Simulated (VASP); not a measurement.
# ZnNi (Pm-3m) in VASP: further runs, part 2 of 2

VASP 6.6.1. Earlier steps stand in the parts before.

### Step 3. Relaxation of cell and atoms, LDA, collinear spin, ferromagnetic start

This run uses another cell than the first one, of 12.30 Å³/atom, 1.111 times its volume.

The input, INCAR:

```
PREC     = Accurate       # precision mode
ENCUT    = 600            # plane-wave cutoff, eV
EDIFF    = 1E-6           # SCF threshold, eV
ISMEAR   = -1             # smearing method
SIGMA    = 0.1            # smearing width, eV
LREAL    = False          # projectors in reciprocal space
LASPH    = True           # aspherical terms in the spheres
NELM     = 150            # most SCF steps
ALGO     = Normal         # electronic algorithm
ISIF     = 3              # what is computed and relaxed
LWAVE    = False          # write WAVECAR
LCHARG   = False          # write CHGCAR
ISPIN    = 2              # spin polarisation
MAGMOM   = 0 1.5          # initial moments
LORBIT   = 11             # projections on sites
LMAXMIX  = 4              # l up to which the mixer works
GGA      = CA             # functional
IBRION   = 2              # ionic algorithm
NSW      = 80             # ionic steps
EDIFFG   = -0.02          # ionic threshold
```

The input, KPOINTS:

```
Automatic mesh
0
Gamma
  6 6 6
```

The input, POSCAR:

```
ZnNi
1.0
    2.9083000000      0.0000000000      0.0000000000
    0.0000000000      2.9083000000      0.0000000000
    0.0000000000      0.0000000000      2.9083000000
Zn Ni
1 1
Direct
    0.5000000000      0.5000000000      0.5000000000
    0.0000000000      0.0000000000      0.0000000000
```

Potentials or basis: VASP PAW LDA potentials, release 64 (Zn, Ni).

On the command line:

```sh
$ cat potpaw_LDA.64/Zn/POTCAR potpaw_LDA.64/Ni/POTCAR > POTCAR
$ mpirun -np 1 vasp_std > vasp.out
```

OUTCAR:

```text
PREC = Accurate
   ENCUT = 600
   EDIFF = 1E-6
   ISMEAR = -1
   LREAL = False
   LASPH = True
   NELM = 150
   ISIF = 3
   ISPIN = 2
   LORBIT = 11
   GGA = CA
   IBRION = 2
   NSW = 80
   EDIFFG = -0.02

 ion  position               nearest neighbor table
   1  0.500  0.500  0.500-   2 2.52   2 2.52   2 2.52   2 2.52   2 2.52   2 2.52   2 2.52   2 2.52

   2  0.000  0.000  0.000-   1 2.52   1 2.52   1 2.52   1 2.52   1 2.52   1 2.52   1 2.52   1 2.52

  LATTYP: Found a simple cubic cell.
 ALAT       =     2.9083000000

  Lattice vectors:

 A1 = (   2.9083000000,   0.0000000000,   0.0000000000)
 A2 = (   0.0000000000,   2.9083000000,   0.0000000000)
 A3 = (   0.0000000000,   0.0000000000,   2.9083000000)

Analysis of symmetry for initial positions (statically):
=====================================================================
 Subroutine PRICEL returns:
 Original cell was already a primitive cell.

 Routine SETGRP: Setting up the symmetry group for a
 simple cubic supercell.

 Subroutine GETGRP returns: Found 48 space group operations
 (whereof 48 operations were pure point group operations)
 out of a pool of 48 trial point group operations.

The static configuration has the point symmetry O_h .

Analysis of symmetry for dynamics (positions and initial velocities):
=====================================================================
 Subroutine PRICEL returns:
 Original cell was already a primitive cell.

 Routine SETGRP: Setting up the symmetry group for a
[... 240 lines left out ...]
 number of electron      22.0000004 magnetization      -0.0000000

 number of electron      22.0000004 magnetization       0.0000008

 Free energy of the ion-electron system (eV)
  ---------------------------------------------------
  ext. energy  EPLUGINS =         0.00000000
  ---------------------------------------------------
  free energy    TOTEN  =        -9.04133043 eV

  energy without entropy =       -8.99938339  energy(sigma->0) =       -9.02035691

 E-fermi :   6.6671     XC(G=0): -13.5477

 val. band max:        6.5764272713   @ k =   0.5000   0.1667   0.0000
 cond. band min:       6.6758480735   @ k =   0.5000   0.1667   0.1667
 fundamental gap:      0.0994208021
 Fermi energy:         6.6670883001

 spin component 1

 k-point     1 :       0.0000    0.0000    0.0000
  band No.  band energies     occupation
      1      -3.9618      1.00000
      2      -1.2207      1.00000
      3      -1.2207      1.00000
      4      -0.2944      1.00000
      5      -0.2944      1.00000
      6      -0.2944      1.00000
[... 356 lines left out ...]
      2      -1.0322      1.00000
      3      -1.0322      1.00000
      4       0.1040      1.00000
      5       0.1040      1.00000
      6       3.1600      1.00000
[... 8 lines left out ...]
     15      13.0282      0.00000
     16      13.0282      0.00000
 Fermi energy:         6.6670883001

 spin component 2

 k-point     1 :       0.0000    0.0000    0.0000
  band No.  band energies     occupation
      1      -3.9618      1.00000
      2      -1.2207      1.00000
      3      -1.2207      1.00000
      4      -0.2944      1.00000
      5      -0.2944      1.00000
      6      -0.2944      1.00000
[... 398 lines left out ...]
  FREE ENERGIE OF THE ION-ELECTRON SYSTEM (eV)
  ---------------------------------------------------
  free  energy   TOTEN  =        -9.0413304283 eV

  energy  without entropy=       -8.9993833895  energy(sigma->0) =       -9.02035691

 reached required accuracy - stopping structural energy minimisation

 total charge

# of ion       s       p       d       tot
------------------------------------------
    1        0.638   0.625   9.765  11.028
    2        0.451   0.482   8.486   9.419
--------------------------------------------------
tot          1.089   1.107  18.251  20.447

 magnetization (x)

# of ion       s       p       d       tot
------------------------------------------
    1       -0.000  -0.000   0.000  -0.000
    2        0.000  -0.000   0.000   0.000
--------------------------------------------------
tot          0.000  -0.000   0.000   0.000
```

It took 13 s on 1 thread of Intel Xeon 6975P-C (Granite Rapids), shared host; peak memory 0.14 GiB.

What came out:

```
Free energy                                           : -9.0413 eV
Relaxed volume                                        : 11.13 Å³/atom
Relaxed cell                                          : a = 2.813 Å, b = 2.813 Å, c = 2.813 Å, α = 90.00°, β = 90.00°, γ = 90.00°
Space group after relaxing (to 0.05 Å)                : Pm-3m (No. 221)
Energy gained by relaxing                             : 60.1 meV/atom
Ionic steps                                           : 3
Pressure after relaxing                               : -0.1 GPa
Band gap on the k mesh                                : zero (filled and empty bands overlap)
Net moment                                            : 0.00 μB per cell
Valence electrons inside the program's atomic spheres : Zn 11.03; Ni 9.42
```

Step by step:
| step | energy change (eV) | largest force (eV/Å) | pressure (GPa) | volume (Å³) |
| --- | --- | --- | --- | --- |
| 1 | 0.0000 | 0.0000 | -14.86 | 24.60 |
| 2 | -0.0524 | 0.0000 | 15.85 | 20.76 |
| 3 | -0.1203 | 0.0000 | -0.07 | 22.26 |

Final structure:
```cif
data_structure
_symmetry_space_group_name_H-M 'P 1'
_symmetry_Int_Tables_number 1
_cell_length_a 2.8132
_cell_length_b 2.8132
_cell_length_c 2.8132
_cell_angle_alpha 90.000
_cell_angle_beta 90.000
_cell_angle_gamma 90.000
_cell_volume 22.26
loop_
_atom_site_label
_atom_site_type_symbol
_atom_site_fract_x
_atom_site_fract_y
_atom_site_fract_z
_atom_site_occupancy
Zn1 Zn 0.50000 0.50000 0.50000 1
Ni1 Ni 0.00000 0.00000 0.00000 1
```

Caveat: the k points lie up to 0.37 Å⁻¹ apart in the final cell; the starting moments collapsed, and a magnetic state may lie lower. Zero-point motion and thermal expansion aren't in these numbers.

### Step 4. Single point, LDA, collinear spin, ferromagnetic start

The input, INCAR:

```
SYSTEM = ZnNi
PREC     = Accurate       ! precision mode
ENCUT    = 590            ! plane-wave cutoff, eV
EDIFF    = 1E-6           ! SCF threshold, eV
ISMEAR   = -1             ! smearing method
SIGMA    = 0.1            ! smearing width, eV
LREAL    = .FALSE.        ! projectors in reciprocal space
LASPH    = .TRUE.         ! aspherical terms in the spheres
NELM     = 200            ! most SCF steps
ALGO     = Normal         ! electronic algorithm
ISIF     = 2              ! what is computed and relaxed
LWAVE    = .FALSE.        ! write WAVECAR
LCHARG   = .TRUE.         ! write CHGCAR
ISPIN    = 2              ! spin polarisation
MAGMOM   = 0 1.5          ! initial moments
LORBIT   = 11             ! projections on sites
LMAXMIX  = 4              ! l up to which the mixer works
GGA      = CA             ! functional
LELF     = .TRUE.         ! ELF
LVHAR    = .TRUE.       
NBANDS   = 26             ! bands
GGA_COMPAT= .FALSE.
```

The input, KPOINTS:

```
regular mesh
0
G
  6 6 6
  0 0 0
```

The input, POSCAR:

```
ZnNi
1.0
    2.8079354698      0.0000000000      0.0000000000
    0.0000000000      2.8079354698      0.0000000000
    0.0000000000      0.0000000000      2.8079354698
Zn Ni
1 1
Direct
    0.5000000000      0.5000000000      0.5000000000
    0.0000000000      0.0000000000      0.0000000000
```

Potentials or basis: VASP PAW LDA potentials, release 64 (Zn, Ni_sv_GW).

On the command line:

```sh
$ cat potpaw_LDA.64/Zn/POTCAR potpaw_LDA.64/Ni_sv_GW/POTCAR > POTCAR
$ mpirun -np 1 vasp_std > vasp.out
```

OUTCAR:

```text
SYSTEM = ZnNi
   PREC = Accurate
   ENCUT = 590
   EDIFF = 1E-6
   ISMEAR = -1
   LREAL = .FALSE.
   LASPH = .TRUE.
   NELM = 200
   ISIF = 2
   ISPIN = 2
   LORBIT = 11
   GGA = CA

 ion  position               nearest neighbor table
   1  0.500  0.500  0.500-   2 2.43   2 2.43   2 2.43   2 2.43   2 2.43   2 2.43   2 2.43   2 2.43

   2  0.000  0.000  0.000-   1 2.43   1 2.43   1 2.43   1 2.43   1 2.43   1 2.43   1 2.43   1 2.43

  LATTYP: Found a simple cubic cell.
 ALAT       =     2.8079354698
[... 1373 lines left out ...]

 VOLUME and BASIS-vectors are now :
 -----------------------------------------------------------------------------
  energy-cutoff  :      590.00
  volume of cell :       22.14
      direct lattice vectors                 reciprocal lattice vectors
     2.807935470  0.000000000  0.000000000     0.356133540  0.000000000  0.000000000
     0.000000000  2.807935470  0.000000000     0.000000000  0.356133540  0.000000000
     0.000000000  0.000000000  2.807935470     0.000000000  0.000000000  0.356133540

 POSITION                                       TOTAL-FORCE (eV/Angst)
 -----------------------------------------------------------------------------------
      1.40397      1.40397      1.40397         0.000000      0.000000      0.000000
      0.00000      0.00000      0.00000         0.000000      0.000000      0.000000
 -----------------------------------------------------------------------------------
    total drift:                                0.000000      0.000000     -0.000000

  FREE ENERGIE OF THE ION-ELECTRON SYSTEM (eV)
  ---------------------------------------------------
  free  energy   TOTEN  =        -9.8970063754 eV

  energy  without entropy=       -9.8552034660  energy(sigma->0) =       -9.87610492

 total charge

# of ion       s       p       d       f       tot
--------------------------------------------------
    1        0.640   0.633   9.767   0.000  11.040
    2        2.214   6.286   7.940   0.003  16.443
--------------------------------------------------
tot          2.854   6.919  17.707   0.003  27.483

 magnetization (x)

# of ion       s       p       d       f       tot
--------------------------------------------------
    1        0.000  -0.000   0.000   0.000   0.000
    2        0.000  -0.000   0.000  -0.000   0.000
--------------------------------------------------
tot          0.000  -0.000   0.000  -0.000   0.000
```

stdout:

```text
POSCAR found type information on POSCAR ZnNi
 POSCAR found :  2 types and       2 ions
 scaLAPACK will be used
 LDA part: xc-table for (Slater(with rela. corr.)+CA(PZ))
 , standard interpolation
 POSCAR, INCAR and KPOINTS ok, starting setup
 FFT: planning ... GRIDC
 FFT: planning ... GRID_SOFT
 FFT: planning ... GRID
 WAVECAR not read
 entering main loop
```

It took 17 s on 1 thread of AMD EPYC 9R45 (Zen 5), shared host; peak memory 0.13 GiB.

Results:

```yaml
Free_energy: -9.8970 eV
Pressure: -0.7 GPa
Band_gap_on_the_k_mesh: zero (filled and empty bands overlap)
Net_moment: 0.00 μB per cell
Valence_electrons_inside_the_program's_atomic_spheres: Zn 11.04; Ni 16.44
```

Caveat: the k points lie up to 0.37 Å⁻¹ apart; the starting moments collapsed, and a magnetic state may lie lower.
